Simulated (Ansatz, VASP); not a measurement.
## One calculation of SnTe, two programs

```xyz
2
Lattice="0.0000 3.1509 3.1509 3.1509 0.0000 3.1509 3.1509 3.1509 0.0000" Properties=species:S:1:pos:R:3 pbc="T T T"
Te    3.1509    3.1509    3.1509
Sn    0.0000    0.0000    0.0000
```

Alike in both runs: task relaxation of cell and atoms; functional RPBE; k mesh 7 × 7 × 7; occupations fermi-dirac, width 0.05 eV; no spin polarisation.

|  | VASP | Ansatz |
| --- | --- | --- |
| version | VASP 6.6.1 | Ansatz 0.2.0 |
| potentials or method | VASP PAW PBE potentials, release 64 (Te, Sn_d) | Ansatz PAW |
| plane-wave cutoff (eV) | 600 | 420 |
| valence electrons in the cell | 20 | 30 |

|  | VASP | Ansatz | Ansatz less VASP |
| --- | --- | --- | --- |
| relaxed volume (Å³/atom) | 34.01 | 34.05 | +0.039 |
| relaxed cell length with the largest relative difference (Å) | 4.582 | 4.584 | +0.0018 |

VASP's potentials were made for PBE, not for RPBE. VASP's potentials hold 20 valence electrons a cell and Ansatz's 30, so a difference there can come from the potentials and not from the codes.

Neither program's run includes spin-orbit coupling. Noted on Ansatz's run: the plane-wave basis is chosen anew once the cell has moved, so the energies of steps on either side of that aren't comparable.
